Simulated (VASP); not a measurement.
# Cd3Te2S (P6/mmm) in VASP: notebook

Runs on Cd3Te2S. Level: PBE. Tasks: single point, relaxation of cell and atoms.

Everything below comes from runs of VASP 6.6.1. Logs are shortened: lines on timing, memory, paths and dates and some standing lists are left out, and cuts for length are marked.

## (1) The cell of the first run

Symmetry: P6/mmm, No. 191, hexagonal system. Conventional cell: a = 7.525 Å, b = 7.525 Å, c = 4.016 Å, α = 90.00°, β = 90.00°, γ = 120.00°. Within 3.9 Å of Cd (site symmetry mmm) lie 4 Te at 2.96 Å and 4 Cd at 3.76 Å. Te (site symmetry -6m2) has 6 Cd at 2.96 Å within 3.9 Å. Within 5.3 Å of S (site symmetry 6/mmm) lie 2 S at 4.02 Å and 12 Cd at 4.26 Å and 6 Te at 4.34 Å.

## (2) Single point, PBE

Input file INCAR:

```
ALGO = Normal
EDIFF = 1E-7
ENCUT = 520
GGA = PE
ISIF = 2
ISMEAR = 0
LASPH = True
LCHARG = False
LREAL = False
LWAVE = False
NBANDS = 36
NELM = 100
PREC = Accurate
SIGMA = 0.1
```

Input file KPOINTS:

```
k-points
0
Gamma
  9 9 8
```

Input file POSCAR:

```
Cd3Te2S
1.0
    7.5249597539     -0.0000000034      0.0000000000
   -3.7624798740      6.5168063110      0.0000000000
    0.0000000000      0.0000000000      4.0163928293
Cd Te S
3 2 1
Direct
    0.5000000000      0.0000000000      0.5000000000
    0.0000000000      0.5000000000      0.5000000000
    0.5000000000      0.5000000000      0.5000000000
    0.3333333333      0.6666666667      0.0000000000
    0.6666666667      0.3333333333      0.0000000000
    0.0000000000      0.0000000000      0.0000000000
```

Potentials or basis: VASP PAW PBE potentials, release 64 (Cd, Te, S).

The run is started by

```console
$ cat potpaw_PBE.64/Cd/POTCAR potpaw_PBE.64/Te/POTCAR potpaw_PBE.64/S/POTCAR > POTCAR
$ mpirun -np 1 vasp_std > vasp.out
```

OUTCAR:

```text
EDIFF = 1E-7
   ENCUT = 520
   GGA = PE
   ISIF = 2
   ISMEAR = 0
   LASPH = True
   LREAL = False
   NELM = 100
   PREC = Accurate

 ion  position               nearest neighbor table
   1  0.500  0.000  0.500-   4 2.96   5 2.96   4 2.96   5 2.96   3 3.76   3 3.76   2 3.76   2 3.76

   2  0.000  0.500  0.500-   4 2.96   5 2.96   4 2.96   5 2.96   1 3.76   1 3.76   3 3.76   3 3.76

   3  0.500  0.500  0.500-   4 2.96   5 2.96   4 2.96   5 2.96   1 3.76   1 3.76   2 3.76   2 3.76

   4  0.333  0.667  0.000-   1 2.96   1 2.96   2 2.96   2 2.96   3 2.96   3 2.96
   5  0.667  0.333  0.000-   1 2.96   1 2.96   2 2.96   2 2.96   3 2.96   3 2.96
   6  0.000  0.000  0.000-

  LATTYP: Found a hexagonal cell.
 ALAT       =     7.5249597539
 C/A-ratio  =     0.5337427655

  Lattice vectors:

 A1 = (   7.5249597539,  -0.0000000034,   0.0000000000)
 A2 = (  -3.7624798740,   6.5168063110,   0.0000000000)
 A3 = (   0.0000000000,   0.0000000000,   4.0163928293)

Analysis of symmetry for initial positions (statically):
=====================================================================
 Subroutine PRICEL returns:
 Original cell was already a primitive cell.

 Routine SETGRP: Setting up the symmetry group for a
 hexagonal supercell.

 Subroutine GETGRP returns: Found 24 space group operations
 (whereof 24 operations were pure point group operations)
 out of a pool of 24 trial point group operations.

The static configuration has the point symmetry D_6h.

Analysis of symmetry for dynamics (positions and initial velocities):
=====================================================================
 Subroutine PRICEL returns:
 Original cell was already a primitive cell.

 Routine SETGRP: Setting up the symmetry group for a
 hexagonal supercell.

 Subroutine GETGRP returns: Found 24 space group operations
 (whereof 24 operations were pure point group operations)
 out of a pool of 24 trial point group operations.

The dynamic configuration has the point symmetry D_6h.

 Subroutine INISYM returns: Found 24 space group operations
 (whereof 24 operations are pure point group operations),
 and found     1 'primitive' translations

----------------------------------------------------------------------------------------

                                     Primitive cell

  volume of cell :     196.9587

  direct lattice vectors                    reciprocal lattice vectors
     7.524959754 -0.000000003  0.000000000     0.132891076  0.076724699  0.000000000
    -3.762479874  6.516806311  0.000000000     0.000000000  0.153449397  0.000000000
     0.000000000  0.000000000  4.016392829     0.000000000  0.000000000  0.248979630

  length of vectors
     7.524959754  7.524959754  4.016392829     0.153449397  0.153449397  0.248979630

  position of ions in fractional coordinates (direct lattice)
     0.500000000  0.000000000  0.500000000
     0.000000000  0.500000000  0.500000000
     0.500000000  0.500000000  0.500000000
     0.333333333  0.666666667  0.000000000
     0.666666667  0.333333333  0.000000000
     0.000000000  0.000000000  0.000000000

  ion indices of the primitive-cell ions
   primitive index   ion index
                 1           1
                 2           2
                 3           3
                 4           4
                 5           5
                 6           6

----------------------------------------------------------------------------------------

 KPOINTS: k-points

Automatic generation of k-mesh.
 Grid dimensions read from file:
 generate k-points for:    9    9    8

 Generating k-lattice:

  Cartesian coordinates                     Fractional coordinates (reciprocal lattice)
     0.014765675  0.008524967  0.000000000     0.111111111  0.000000000  0.000000000
     0.000000000  0.017049933  0.000000000     0.000000000  0.111111111  0.000000000
     0.000000000  0.000000000  0.031122454     0.000000000  0.000000000  0.125000000

  Length of vectors
     0.017049933  0.017049933  0.031122454

  Shift w.r.t. Gamma in fractional coordinates (k-lattice)
     0.000000000  0.000000000  0.000000000

 Subroutine IBZKPT returns following result:
 ===========================================

 Found     60 irreducible k-points:

 Following reciprocal coordinates:
            Coordinates               Weight
  0.000000  0.000000  0.000000      1.000000
  0.111111  0.000000  0.000000      6.000000
  0.222222 -0.000000  0.000000      6.000000
  0.333333  0.000000  0.000000      6.000000
  0.444444 -0.000000  0.000000      6.000000
  0.111111  0.111111  0.000000      6.000000
[... 16 lines left out ...]
  0.333333  0.222222  0.125000     24.000000
  0.333333  0.333333  0.125000      4.000000
 [... further k-points ...]
   k-points           NKPTS =     60   k-points in BZ     NKDIM =     60   number of bands    NBANDS=     36
   number of dos      NEDOS =    301   number of ions     NIONS =      6
   total plane-waves  NPLWV =  94080
   dimension x,y,z NGX =    56 NGY =   56 NGZ =   30
   dimension x,y,z NGXF=   112 NGYF=  112 NGZF=   60
   ions per type =               3   2   1
   NGX,Y,Z   is equivalent  to a cutoff of  12.37, 12.37, 12.42 a.u.
   NGXF,Y,Z  is equivalent  to a cutoff of  24.74, 24.74, 24.84 a.u.
 SYSTEM =  unknown system
   PREC   = accura    normal or accurate (medium, high low for compatibility)
   ISTART =      0    job   : 0-new  1-cont  2-samecut
   ICHARG =      2    charge: 1-file 2-atom 10-const
   ISPIN  =      1    spin polarized calculation?
   LNONCOLLINEAR =      F non collinear calculations
   LSORBIT =      F    spin-orbit coupling
   LASPH  =      T    aspherical Exc in radial PAW
   ENCUT  =  520.0 eV  38.22 Ry    6.18 a.u.  13.99 13.99  7.47*2*pi/ulx,y,z
   NELM   =    100;   NELMIN=  2; NELMDL= -5     # of ELM steps
   EDIFF  = 0.1E-06   stopping-criterion for ELM
   LREAL  =      F    real-space projection
   EDIFFG = 0.1E-05   stopping-criterion for IOM
   NSW    =      0    number of steps for IOM
   IBRION =     -1    ionic relax: 0-MD 1-quasi-New 2-CG
   NFREE  =      0    steps in history (QN), initial steepest desc. (CG)
   ISIF   =      2    stress and relaxation
   ISYM   =      2    0-nonsym 1-usesym 2-fastsym
   POTIM  = 0.5000    time-step for ionic-motion
   TEBEG  =    0.0;   TEEND  =   0.0 temperature during run
   PSTRESS=    0.0 pullay stress
   NELECT =      54.0000    total number of electrons
   NUPDOWN=      -1.0000    fix difference up-down
   EMIN   =  10.00;   EMAX   =-10.00  energy-range for DOS
   EFERMI =   0.00;   METHOD = LEGACY
   ISMEAR =     0;   SIGMA  =   0.10  broadening in eV -4-tet -1-fermi 0-gaus
   EFERMI_NEDOS =   21; number of points for ismear=-14 and -15
   IALGO  =     38    algorithm
   IMIX   =      4    mixing-type and parameters
     AMIX     =   0.40;   BMIX     =  1.00
     AMIX_MAG =   1.60;   BMIX_MAG =  1.00
  volume/ion in A,a.u.               =      32.83       221.52
  Fermi-wavevector in a.u.,A,eV,Ry     =   1.063525  2.009771 15.389351  1.131085
  Thomas-Fermi vector in A             =   2.199013
   LORBIT       =      0    0 simple, 1 ext, 2 COOP (PROOUT), +10 PAW based schemes
   GGA     = PE    functional components
   LHFCALC =     F    Hartree Fock is set to
   AEXX    =    0.0000 exact exchange contribution
   IVDW    =     0    specifies the selected vdW correction
   LEPSILON=     F    determine dielectric tensor
   LRPA    =     F    only Hartree local field effects (RPA)
 non-spin polarized calculation
 Gauss-broadening in eV      SIGMA  =   0.10
  energy-cutoff  :      520.00
  volume of cell :      196.96
 maximum number of plane-waves:      5334
 NGX is ok and might be reduce to    56
   NGX = 27   NGY = 27   NGZ = 15

 number of electron      54.0000019 magnetization

 Free energy of the ion-electron system (eV)
  ---------------------------------------------------
  ext. energy  EPLUGINS =         0.00000000
  ---------------------------------------------------
  free energy    TOTEN  =       -11.00542184 eV

  energy without entropy =      -10.97448543  energy(sigma->0) =      -10.98995364

 E-fermi :   1.9380     XC(G=0):  -8.6505

 val. band max:        1.9337425137   @ k =   0.1111   0.0000   0.3750
 cond. band min:       1.9450723873   @ k =   0.4444  -0.0000   0.5000
 fundamental gap:      0.0113298736
 Fermi energy:         1.9379594276

 k-point     1 :       0.0000    0.0000    0.0000
  band No.  band energies     occupation
      1     -10.1076      2.00000
      2      -9.2617      2.00000
      3      -8.3815      2.00000
      4      -6.9239      2.00000
      5      -6.7611      2.00000
      6      -6.7184      2.00000
[... 28 lines left out ...]
     35       7.3265      0.00000
     36       7.3265      0.00000

 k-point     2 :       0.1111    0.0000    0.0000
  band No.  band energies     occupation
      1     -10.0891      2.00000
      2      -9.2911      2.00000
      3      -8.3824      2.00000
      4      -6.9159      2.00000
      5      -6.7565      2.00000
      6      -6.7115      2.00000
[... 28 lines left out ...]
     35       7.3202      0.00000
     36       7.4138      0.00000

 k-point     3 :       0.2222   -0.0000    0.0000
  band No.  band energies     occupation
      1     -10.0359      2.00000
      2      -9.3710      2.00000
      3      -8.3850      2.00000
      4      -6.8931      2.00000
      5      -6.7442      2.00000
      6      -6.6973      2.00000
[... 28 lines left out ...]
     35       7.1100      0.00000
     36       7.3048      0.00000

 k-point     4 :       0.3333    0.0000    0.0000
  band No.  band energies     occupation
      1      -9.9565      2.00000
      2      -9.4793      2.00000
      3      -8.3883      2.00000
      4      -6.8598      2.00000
      5      -6.7296      2.00000
      6      -6.6901      2.00000
[... 28 lines left out ...]
     35       7.2136      0.00000
     36       7.2875      0.00000

 k-point     5 :       0.4444   -0.0000    0.0000
  band No.  band energies     occupation
      1      -9.8784      2.00000
      2      -9.5758      2.00000
      3      -8.3905      2.00000
      4      -6.8281      2.00000
      5      -6.7205      2.00000
      6      -6.7059      2.00000
[... 655 lines left out ...]
 k-point    22 :       0.2222    0.2222    0.1250
  band No.  band energies     occupation
      1      -9.8231      2.00000
      2      -9.5087      2.00000
      3      -8.3670      2.00000
      4      -6.8244      2.00000
      5      -6.7553      2.00000
      6      -6.6835      2.00000
[... 28 lines left out ...]
     35       7.4654      0.00000
     36       8.2414      0.00000

 k-point    23 :       0.3333    0.2222    0.1250
  band No.  band energies     occupation
      1      -9.7487      2.00000
      2      -9.5903      2.00000
      3      -8.3696      2.00000
      4      -6.8128      2.00000
      5      -6.7761      2.00000
      6      -6.6785      2.00000
[... 28 lines left out ...]
     35       7.2140      0.00000
     36       8.2155      0.00000

 k-point    24 :       0.3333    0.3333    0.1250
  band No.  band energies     occupation
      1      -9.6707      2.00000
      2      -9.6707      2.00000
      3      -8.3708      2.00000
      4      -6.7958      2.00000
      5      -6.7958      2.00000
      6      -6.6680      2.00000
[... 28 lines left out ...]
     35       6.9019      0.00000
     36       8.2094      0.00000

 [... further k-points ...]

------------------------ aborting loop because EDIFF is reached ----------------------------------------

  FORCE on cell =-STRESS in cart. coord.  units (eV):
  Direction    XX          YY          ZZ          XY          YZ          ZX
  --------------------------------------------------------------------------------------
  -------------------------------------------------------------------------------------
  Total        0.1407282      0.1407282      0.2245631      0.0000000      0.0000000      0.0000000
  in kB        1.1447658      1.1447658      1.8267273      0.0000000      0.0000000      0.0000000
  external PRESSURE =       1.3720863 kB  Pullay stress =       0.0000000 kB

 VOLUME and BASIS-vectors are now :
 -----------------------------------------------------------------------------
  energy-cutoff  :      520.00
  volume of cell :      196.96
      direct lattice vectors                 reciprocal lattice vectors
     7.524959754 -0.000000003  0.000000000     0.132891076  0.076724699  0.000000000
    -3.762479874  6.516806311  0.000000000     0.000000000  0.153449397  0.000000000
     0.000000000  0.000000000  4.016392829     0.000000000  0.000000000  0.248979630

 POSITION                                       TOTAL-FORCE (eV/Angst)
 -----------------------------------------------------------------------------------
      3.76248     -0.00000      2.00820        -0.000000      0.000000     -0.000000
     -1.88124      3.25840      2.00820        -0.000000      0.000000     -0.000000
      1.88124      3.25840      2.00820        -0.000000      0.000000     -0.000000
      0.00000      4.34454      0.00000         0.000000      0.000000      0.000000
      3.76248      2.17227      0.00000         0.000000     -0.000000     -0.000000
      0.00000      0.00000      0.00000        -0.000000      0.000000     -0.000000
 -----------------------------------------------------------------------------------
    total drift:                               -0.000000      0.000000     -0.000000

  FREE ENERGIE OF THE ION-ELECTRON SYSTEM (eV)
  ---------------------------------------------------
  free  energy   TOTEN  =       -11.0054218434 eV

  energy  without entropy=      -10.9744854292  energy(sigma->0) =      -10.98995364
```

Wall time 4.7 min (1 thread of Intel Xeon 6975P-C (Granite Rapids), shared host); peak memory 0.54 GiB.

What came out:

```yaml
Free_energy: -11.0054 eV
Pressure: 0.1 GPa
Band_gap_on_the_k_mesh: zero (band 27 reaches 2.27 eV, above the bottom of band 28 at 1.74 eV)
```

Levels at points of the mesh, in eV from the Fermi level:
```
           k point  band 24  band 25  band 26  band 27  band 28  band 29  band 30  band 31
(0.00, 0.00, 0.00)    -0.70    -0.31    -0.31     0.05     0.34     3.00     3.78     3.78
(0.00, 0.00, 0.50)    -1.15    -1.02    -1.02    -1.00     0.23     0.23     1.76     1.76
```

Caveat: spin-orbit coupling is left out, which moves the levels of the heavy elements.

## (3) Single point, PBE

Input file INCAR:

```
  PREC = Accurate
  ENCUT = 520
  EDIFF = 1E-7
  ISMEAR = 0
  SIGMA = 0.1
  LREAL = F
  LASPH = T
  NELM = 100
  ALGO = Normal
  ISIF = 2
  LWAVE = F
  LCHARG = F
  GGA = PE
  NBANDS = 36
```

Input file KPOINTS:

```
regular mesh
0
Gamma
  6 6 10
```

Edit POSCAR of step 2 so:

```diff
@@ -2,5 +2,5 @@
 1.0
-    7.5249597539     -0.0000000034      0.0000000000
-   -3.7624798740      6.5168063110      0.0000000000
-    0.0000000000      0.0000000000      4.0163928293
+    7.5337048736     -0.0000000034      0.0000000000
+   -3.7668524338      6.5243798068      0.0000000000
+    0.0000000000      0.0000000000      4.0034432962
 Cd Te S
```

Potentials or basis: VASP PAW PBE potentials, release 64 (Cd, Te, S).

The run is started by

```console
$ cat potpaw_PBE.64/Cd/POTCAR potpaw_PBE.64/Te/POTCAR potpaw_PBE.64/S/POTCAR > POTCAR
$ mpirun -np 1 vasp_std > vasp.out
```

Wall time 4.7 min (1 thread of Intel Xeon Platinum 8488C (Sapphire Rapids), shared host); peak memory 0.47 GiB.

Results (log left out):

```yaml
Free_energy: -10.9979 eV
Pressure: 0.1 GPa
Band_gap_on_the_k_mesh: zero (band 27 reaches 2.41 eV, above the bottom of band 28 at 1.78 eV)
```

Levels at points of the mesh, in eV from the Fermi level:
```tsv
k point	band 25	band 26	band 27	band 28	band 29	band 30
(0.00, 0.00, 0.00)	-0.33	-0.33	-0.02	0.40	2.94	3.70
(0.50, 0.00, 0.00)	-0.50	-0.49	0.39	0.89	0.99	2.61
(0.00, 0.00, 0.50)	-1.09	-1.09	-0.97	0.21	0.21	1.68
(0.50, 0.00, 0.50)	-1.35	-0.66	-0.10	-0.08	0.00	1.27
```

Caveat: spin-orbit coupling is left out, which moves the levels of the heavy elements.

## (4) Relaxation of cell and atoms, PBE

Input file INCAR:

```
SYSTEM = Cd3Te2S
ALGO = Normal ; EDIFF = 1E-6
EDIFFG = -0.01 ; ENCUT = 600
GGA = PE ; IBRION = 2
ISIF = 3 ; ISMEAR = 0
LASPH = .TRUE. ; LCHARG = .FALSE.
LREAL = .FALSE. ; LWAVE = .FALSE.
NELM = 100 ; NSW = 100
PREC = Accurate ; SIGMA = 0.1
```

Input file KPOINTS:

```
k-points
0
G
  6 6 10
  0 0 0
```

Edit POSCAR of step 3 so:

```diff
@@ -2,5 +2,5 @@
 1.0
-    7.5337048736     -0.0000000034      0.0000000000
-   -3.7668524338      6.5243798068      0.0000000000
-    0.0000000000      0.0000000000      4.0034432962
+    7.5249597539     -0.0000000034      0.0000000000
+   -3.7624798740      6.5168063110      0.0000000000
+    0.0000000000      0.0000000000      4.0163928293
 Cd Te S
```

The run is started by

```console
$ cat potpaw_PBE.64/Cd/POTCAR potpaw_PBE.64/Te/POTCAR potpaw_PBE.64/S/POTCAR > POTCAR
$ mpirun -np 1 vasp_std > vasp.out
```

Run time: 8.4 min. Hardware: 1 thread of Intel Xeon Platinum 8488C (Sapphire Rapids), shared host; peak memory 0.55 GiB.

It converged, with:

```
Free energy                            : -10.9972 eV
Relaxed volume                         : 32.88 Å³/atom
Relaxed cell                           : a = 7.536 Å, b = 7.536 Å, c = 4.010 Å, α = 90.00°, β = 90.00°, γ = 120.00°
Space group after relaxing (to 0.05 Å) : P6/mmm (No. 191)
Energy gained by relaxing              : 0.0 meV/atom
Ionic steps                            : 3
Pressure after relaxing                : 0.0 GPa
Band gap on the k mesh                 : zero (band 27 reaches 2.38 eV, above the bottom of band 28 at 1.76 eV)
```

The path:
```tsv
step	energy change (eV)	largest force (eV/Å)	pressure (GPa)	volume (Å³)
1	0.0000	0.0000	0.03	196.96
2	-0.0002	0.0000	0.02	197.12
3	-0.0003	0.0000	0.01	197.25
```

Final structure:
```yaml
crystal:
  lattice:
    - [7.53634, 0.00000, 0.00000]
    - [-3.76817, 6.52666, 0.00000]
    - [0.00000, 0.00000, 4.01026]
  atoms:
    - { symbol: Cd, position: [0.50000, 0.00000, 0.50000] }
    - { symbol: Cd, position: [0.00000, 0.50000, 0.50000] }
    - { symbol: Cd, position: [0.50000, 0.50000, 0.50000] }
    - { symbol: Te, position: [0.33333, 0.66667, 0.00000] }
    - { symbol: Te, position: [0.66667, 0.33333, 0.00000] }
    - { symbol: S, position: [0.00000, 0.00000, 0.00000] }
```

Levels at points of the mesh, in eV from the Fermi level:
```tsv
k point	band 25	band 26	band 27	band 28	band 29	band 30
(0.00, 0.00, 0.00)	-0.33	-0.33	-0.03	0.39	2.92	3.69
(0.50, 0.00, 0.00)	-0.50	-0.49	0.38	0.88	0.98	2.61
(0.00, 0.00, 0.50)	-1.09	-1.09	-0.97	0.21	0.21	1.68
(0.50, 0.00, 0.50)	-1.35	-0.66	-0.10	-0.08	0.00	1.27
```

Caveat: spin-orbit coupling is left out, which moves the levels of the heavy elements.

## (5) Overview

```tsv
task	cell	k mesh	cutoff (eV)	gap on the mesh (eV)	pressure (GPa)
single point	a = 7.525, b = 7.525, c = 4.016 Å, angles 90.0, 90.0, 120.0°, 6 atoms	9 × 9 × 8	520	none	0.1
single point	a = 7.534, b = 7.534, c = 4.003 Å, angles 90.0, 90.0, 120.0°, 6 atoms	6 × 6 × 10	520	none	0.1
relaxation of cell and atoms	relaxed from a = 7.525, b = 7.525, c = 4.016 Å, angles 90.0, 90.0, 120.0°, 6 atoms	6 × 6 × 10	600	none	0.0
```

Alike in all rows: level PBE; potentials or basis VASP PAW PBE potentials, release 64 (Cd, Te, S); no spin polarisation; smearing gaussian 0.1 eV.

Caveats: spin-orbit coupling is left out, which moves the levels of the heavy elements.

Absolute energies hang on the potentials; compare differences alone.
